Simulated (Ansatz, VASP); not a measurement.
**One calculation of Cu, two programs**

INCAR

```
SYSTEM = Cu
PREC     = Accurate       ! precision mode
ENCUT    = 520            ! plane-wave cutoff, eV
EDIFF    = 1E-7           ! SCF threshold, eV
ISMEAR   = 0              ! smearing method
SIGMA    = 0.15           ! smearing width, eV
LREAL    = .FALSE.        ! projectors in reciprocal space
LASPH    = .TRUE.         ! aspherical terms in the spheres
NELM     = 60             ! most SCF steps
ALGO     = Fast           ! electronic algorithm
ISIF     = 2              ! what is computed and relaxed
LWAVE    = .FALSE.        ! write WAVECAR
LCHARG   = .FALSE.        ! write CHGCAR
GGA      = PS             ! functional
NBANDS   = 54             ! bands
```

Contents of KPOINTS:

```
Automatic mesh
0
G
  12 12 12
  0 0 0
```

Contents of POSCAR:

```
Cu
1.0
    3.6150000000      0.0000000000      3.6150000000
    0.0000000000     -3.6150000000      3.6150000000
    3.6150000000     -3.6150000000      0.0000000000
Cu
8
Direct
   -0.0663900415     -0.0663900415      0.5663900415
    0.0000000000      0.5000000000      0.5000000000
    0.5000000000      0.0000000000      0.5000000000
    0.5000000000      0.5000000000      0.5000000000
    0.0000000000      0.0000000000      0.0000000000
    0.0000000000      0.5000000000      0.0000000000
    0.5000000000      0.0000000000      0.0000000000
    0.5000000000      0.5000000000      0.0000000000
```

Input for Ansatz:

```yaml
crystal:
  lattice:
    - [3.615, 0.0, 3.615]
    - [0.0, -3.615, 3.615]
    - [3.615, -3.615, 0.0]
  atoms:
    - { symbol: Cu, position: [-0.0663900415, -0.0663900415, 0.5663900415] }
    - { symbol: Cu, position: [0.0, 0.5, 0.5] }
    - { symbol: Cu, position: [0.5, 0.0, 0.5] }
    - { symbol: Cu, position: [0.5, 0.5, 0.5] }
    - { symbol: Cu, position: [0.0, 0.0, 0.0] }
    - { symbol: Cu, position: [0.0, 0.5, 0.0] }
    - { symbol: Cu, position: [0.5, 0.0, 0.0] }
    - { symbol: Cu, position: [0.5, 0.5, 0.0] }
basis:
  ecutwfc: 420
kpoints:
  mp_grid: { grid: [12, 12, 12] }
hamiltonian:
  xc: pbesol
scf:
  occupations: { method: gaussian, width: 0.15 }
output:
  forces: true
  stress: true
  eigenvalues: true
```

Alike in both runs: task single point; functional PBEsol; k mesh 12 × 12 × 12; occupations gaussian, width 0.15 eV; no spin polarisation.

|  | VASP | Ansatz |
| --- | --- | --- |
| version | VASP 6.6.1 | Ansatz 0.2.0 |
| potentials or method | VASP PAW PBE potentials, release 64 (Cu), cutoff 520 eV | scalar-relativistic, plane waves, PAW |
| valence electrons in the cell | 88 | 152 |

```csv
,VASP,Ansatz,Ansatz less VASP
gap on the k mesh at the Fermi level (eV),none,none,-
pressure (GPa),-0.9,-1.5,-0.64
"traceless stress, the component that is largest in VASP (GPa)",-0.76,-0.76,+0.001
rms of the force components (eV/Å),0.962,0.957,-0.0051
```

VASP's potentials were made for PBE, not for PBEsol. Atom by atom the forces differ by 0.005 eV/Å (rms over components). A gap of «none» marks a metal or a gap that the smearing closes. VASP's potentials hold 88 valence electrons a cell and Ansatz's 152, so a difference there can come from the potentials and not from the codes.
